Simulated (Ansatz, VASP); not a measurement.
## One calculation of Te2Mo, two programs

```
Te Mo
1.0
     3.38422    0.00000    0.00000
    -1.69211    2.93082    0.00000
     0.00000    0.00000   31.71686
Te Mo
6 3
Direct
  0.00000 0.00000 0.94052
  0.33333 0.66667 0.71289
  0.33333 0.66667 0.16825
  0.33333 0.66667 0.83175
  0.33333 0.66667 0.28711
  0.00000 0.00000 0.05948
  0.00000 0.00000 0.77222
  0.00000 0.00000 0.22778
  0.33333 0.66667 0.00000
```

Change from the starting cell: strain -0.025 along x and y, +0.050 along z, atoms carried along.

Alike in both runs: task single point; functional LDA; k mesh 12 × 12 × 1; occupations gaussian, width 0.05 eV; no spin polarisation.

|  | VASP | Ansatz |
| --- | --- | --- |
| version | VASP 6.6.1 | Ansatz 0.2.0 |
| potentials or method | VASP PAW LDA potentials, release 64 (Te, Mo_sv), cutoff 520 eV | scalar-relativistic, plane waves, PAW |
| valence electrons in the cell | 78 | 138 |

```tsv
	VASP	Ansatz	Ansatz less VASP
gap on the k mesh at the Fermi level (eV)	0.58	0.59	+0.005
least direct gap on the mesh (eV)	1.04	1.04	0.000
rms of the force components (eV/Å)	0.309	0.332	+0.0236
```

LDA's correlation is that of Perdew and Zunger in VASP and of Perdew and Wang (1992) in Ansatz. Atom by atom the forces differ by 0.024 eV/Å (rms over components). VASP's potentials hold 78 valence electrons a cell and Ansatz's 138, so a difference there can come from the potentials and not from the codes.

Neither program's run includes spin-orbit coupling.
